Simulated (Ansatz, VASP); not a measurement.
**C in VASP and in Ansatz**

INCAR

```
SYSTEM = C
ALGO = Normal
EDIFF = 1E-6
ENCUT = 520
GGA = CA
ISIF = 2
ISMEAR = 0
LASPH = .True.
LCHARG = .False.
LREAL = .False.
LWAVE = .False.
NBANDS = 16
NELM = 60
PREC = Accurate
SIGMA = 0.03
```

File KPOINTS:

```
k-points
0
Gamma
  16 16 6
  0 0 0
```

File POSCAR:

```
C
1.0
    1.2227846672      2.1166507485      0.0000000000
    1.2227846672     -2.1166507485      0.0000000000
    0.0000000000      0.0000000000     -6.7194983675
C
4
Direct
    0.2493843527      0.7506156473      0.0000000000
    0.5840287785      0.4159712215      0.5000000000
    0.9159712215      0.0840287785      1.0000000000
    0.2506156473      0.7493843527      0.5000000000
```

Input for Ansatz:

```yaml
crystal:
  lattice:
    - [1.2227846672, 2.1166507485, 0.0]
    - [1.2227846672, -2.1166507485, 0.0]
    - [0.0, 0.0, -6.7194983675]
  atoms:
    - { symbol: C, position: [0.2493843527, 0.7506156473, 0.0] }
    - { symbol: C, position: [0.5840287785, 0.4159712215, 0.5] }
    - { symbol: C, position: [0.9159712215, 0.0840287785, 1.0] }
    - { symbol: C, position: [0.2506156473, 0.7493843527, 0.5] }
basis:
  ecutwfc: 420
kpoints:
  mp_grid: { grid: [16, 16, 6] }
hamiltonian:
  xc: lda
scf:
  occupations: { method: gaussian, width: 0.03 }
output:
  forces: true
  stress: true
  eigenvalues: true
```

Change from the starting cell: mode 1 (-37.7 1/cm) frozen in, largest displacement +0.350 Å.

Alike in both runs: task single point; functional LDA; k mesh 16 × 16 × 6; occupations gaussian, width 0.03 eV; no spin polarisation.

|  | VASP | Ansatz |
| --- | --- | --- |
| version | VASP 6.6.1 | Ansatz 0.2.0 |
| potentials or method | VASP PAW LDA potentials, release 64 (C), cutoff 520 eV | scalar-relativistic, plane waves, PAW |
| valence electrons in the cell | 16 | 16 |

Ansatz gave:

* gap on the k mesh at the Fermi level (eV): 0.56
* least direct gap on the mesh (eV): 0.56
* pressure (GPa): -0.1
* traceless stress, the component that is largest in VASP (GPa): -0.17
* rms of the force components (eV/Å): 0.007

Q: What did VASP give for the same quantities?

A: gap on the k mesh at the Fermi level (eV): 0.56; least direct gap on the mesh (eV): 0.56; pressure (GPa): 0.8; traceless stress, the component that is largest in VASP (GPa): -1.10; rms of the force components (eV/Å): 0.007.

LDA's correlation is that of Perdew and Zunger in VASP and of Perdew and Wang (1992) in Ansatz. Atom by atom the forces differ by 0.000 eV/Å (rms over components).
